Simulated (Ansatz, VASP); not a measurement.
**Two plane-wave programs on K**

```xyz
1
Lattice="-2.8144 2.8144 2.6180 2.8144 -2.8144 2.6180 2.8144 2.8144 -2.6180" Properties=species:S:1:pos:R:3 pbc="T T T"
K     0.0000    0.0000    0.0000
```

Change from the starting cell: strain +0.0750 x Voigt [1, 1, 0, 0, 0, 0], atoms carried along.

Alike in both runs: task single point; functional PBE; k mesh 14 × 14 × 14; occupations gaussian, width 0.15 eV; no spin polarisation.

```csv
,VASP,Ansatz
version,VASP 6.6.1,Ansatz 0.2.0
potentials or method,"VASP PAW PBE potentials, release 64 (K_sv), cutoff 520 eV","scalar-relativistic, plane waves, PAW"
valence electrons in the cell,9,9
```

|  | VASP | Ansatz | Ansatz less VASP |
| --- | --- | --- | --- |
| gap on the k mesh at the Fermi level (eV) | none | none | - |
| pressure (GPa) | -0.3 | -0.3 | +0.01 |

A gap of «none» marks a metal or a gap that the smearing closes.
